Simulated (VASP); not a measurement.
Wanted: the native input for a VASP 6.6.1 run.

```
Task                   : single point
Functional             : r2SCAN
Potentials or basis    : VASP PAW PBE potentials, release 64 (Sc_sv, Al)
Cutoff                 : 520 eV
k mesh                 : 6 × 6 × 6
Occupations            : fermi-dirac, width 0.05 eV
Spin                   : no spin polarisation
Dipole correction      : no
Further INCAR settings : ALGO = Normal; EDIFF = 1e-06; NBANDS = 18
```

The system is ScAl3.

```
Sc Al
1.0
     4.08781    0.00000    0.00000
     0.00000    4.08781    0.00000
     0.00000    0.00000    4.08781
Sc Al
1 3
Direct
  0.00000 0.00000 0.00000
  0.50000 0.50000 0.00000
  0.00000 0.50000 0.50000
  0.50000 0.00000 0.50000
```

One way to write it, as run:

POSCAR

```
ScAl3
1.0
    4.0878065700      0.0000000000      0.0000000000
    0.0000000000      4.0878065700      0.0000000000
    0.0000000000      0.0000000000      4.0878065700
Sc Al
1 3
Direct
    0.0000000000      0.0000000000      0.0000000000
    0.5000000000      0.5000000000      0.0000000000
    0.0000000000      0.5000000000      0.5000000000
    0.5000000000      0.0000000000      0.5000000000
```

INCAR.step1

```
SYSTEM = ScAl3
ALGO = Normal ; EDIFF = 1E-4
ENCUT = 520 ; GGA = PE
ISMEAR = -1 ; LASPH = .True.
LCHARG = .False. ; LREAL = .False.
LWAVE = .True. ; NBANDS = 18
NELM = 60 ; PREC = Accurate
SIGMA = 0.05
```

INCAR.step2

```
SYSTEM = ScAl3
ALGO = Normal ; EDIFF = 1E-6
ENCUT = 520 ; ISIF = 2
ISMEAR = -1 ; ISTART = 1
LASPH = .True. ; LCHARG = .True.
LELF = .True. ; LMIXTAU = .True.
LREAL = .False. ; LVHAR = .True.
LWAVE = .False. ; METAGGA = R2SCAN
NBANDS = 18 ; NELM = 60
PREC = Accurate ; SIGMA = 0.05
```

KPOINTS

```
k-points
0
Gamma
  6 6 6
  0 0 0
```

Potentials or basis: VASP PAW PBE potentials, release 64 (Sc_sv, Al).

Command:

```bash
$ cat potpaw_PBE.64/Sc_sv/POTCAR potpaw_PBE.64/Al/POTCAR > POTCAR
$ cp INCAR.step1 INCAR
$ mpirun -np 1 vasp_std > vasp.out
$ cp INCAR.step2 INCAR
$ mpirun -np 1 vasp_std > vasp.out
```

It gave:

The pressure is -0.2 GPa and the band gap on the k mesh is zero (band 10 reaches 8.29 eV, above the bottom of band 11 at 4.03 eV).

Caveat: the PAW data sets were made with another functional, which shifts forces and pressure a little.

Wall time 44 s on 1 thread of Intel(R) Xeon(R) 6975P-C (Granite Rapids), on a shared host, peak memory 0.18 GiB.
